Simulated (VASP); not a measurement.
Set up this calculation in VASP 6.6.1, as the native input.

```yaml
Task: single point
Functional: PBEsol
Potentials_or_basis: VASP PAW PBE potentials, release 64 (Rb_sv, Cl, H)
Cutoff: 400 eV
k_mesh: 2 × 2 × 2, shifted
Occupations: gaussian, width 0.01 eV
Spin: collinear spin
Dipole_correction: no
Further_INCAR_settings: LREAL = Auto; ALGO = Normal; EDIFF = 1e-06; NBANDS = 154
```

The structure of Rb16HCl16 (a cell with a defect) lies in POSCAR:

```
Rb16HCl16
1.0
   -6.5402946450      6.5402946450     -6.5402946450
    6.5402946450     -6.5402946450     -6.5402946450
   -6.5402946450     -6.5402946450      6.5402946450
Rb Cl H
16 16 1
Direct
    0.5002538620      0.2501617583      0.2501617583
    0.2501617583      0.2501617583      0.5002538620
    0.0000921037      0.2498382417      0.7500000000
    0.7500000000      0.0000921037      0.2498382417
    0.7500000000      0.2498382417      0.0000921037
    0.4999078963     -0.0002538620      0.4999078963
    0.2498382417      0.0000921037      0.7500000000
    0.0000921037      0.7500000000      0.2498382417
    1.0016073872      1.0016073872      1.0016073872
    0.7500000000      0.7500000000      0.4983926128
    0.4983926128      0.7500000000      0.7500000000
    0.2501617583      0.5002538620      0.2501617583
    0.2498382417      0.7500000000      0.0000921037
   -0.0002538620      0.4999078963      0.4999078963
    0.7500000000      0.4983926128      0.7500000000
    0.4999078963      0.4999078963     -0.0002538620
    0.7500000000      0.2494023607      0.4996616468
    0.4996616468      0.2494023607      0.7500000000
    0.2505976393      0.2505976393      0.0002592862
    0.0003383532      0.0003383532      0.4997407138
    0.0002592862      0.2505976393      0.2505976393
    0.7500000000      0.0000704162      0.7500000000
    0.4997407138      0.0003383532      0.0003383532
    0.2494023607      0.7500000000      0.4996616468
    0.2505976393      0.0002592862      0.2505976393
    0.0000704162      0.7500000000      0.7500000000
    0.7500000000      0.7500000000      0.0000704162
    0.4999295838      0.4999295838      0.4999295838
    0.4996616468      0.7500000000      0.2494023607
    0.2494023607      0.4996616468      0.7500000000
    0.0003383532      0.4997407138      0.0003383532
    0.7500000000      0.4996616468      0.2494023607
    0.7500000000      0.7500000000      0.7500000000
```

This cell differs from its parent crystal: with an interstitial atom, then relaxed in part.

The input as run:

INCAR

```
ALGO = Normal ; EDIFF = 1E-6
ENCUT = 400 ; GGA = PS
GGA_COMPAT = False ; ISIF = 2
ISMEAR = 0 ; ISPIN = 2
KPAR = 2 ; LASPH = True
LCHARG = True ; LORBIT = 11
LREAL = Auto ; LVHAR = True
LWAVE = False ; MAGMOM = 0 0 0 0 0 0 0 0 0.111 0.111 0.111 0 0 0 0.111 0 0 0 0 0 0 0.111 0 0 0 0.111 0.111 0.111 0 0 0 0 0.111
NBANDS = 154 ; NCORE = 2
NELM = 200 ; PREC = Accurate
SIGMA = 0.01
```

KPOINTS

```
Automatic mesh
0
Gamma
  2 2 2
  0.5 0.5 0.5
```

Potentials or basis: VASP PAW PBE potentials, release 64 (Rb_sv, Cl, H).

Command:

```console
$ cat potpaw_PBE.64/Rb_sv/POTCAR potpaw_PBE.64/Cl/POTCAR potpaw_PBE.64/H/POTCAR > POTCAR
$ mpirun -np 4 vasp_std > vasp.out
```

Results of the run:

The pressure is 0.1 GPa. The largest force is 0.011 eV/Å. The band gap on the k mesh is 2.36 eV, the net moment is 1.00 μB per cell and the site moments are Rb +0.00; Cl +0.00, +0.03 (each value once); H +0.33 μB. The valence electrons inside the program's atomic spheres are Rb 7.32; Cl 5.11; H 0.39.

Caveat: the cell differs from its parent crystal (with an interstitial atom, then relaxed in part); the PAW data sets were made with another functional, which shifts forces and pressure a little.

It took 5.8 min on 4 MPI ranks on Intel(R) Xeon(R) Platinum 8259CL CPU @ 2.50GHz (Skylake/Cascade Lake) (shared host), peak memory 0.86 GiB a rank.
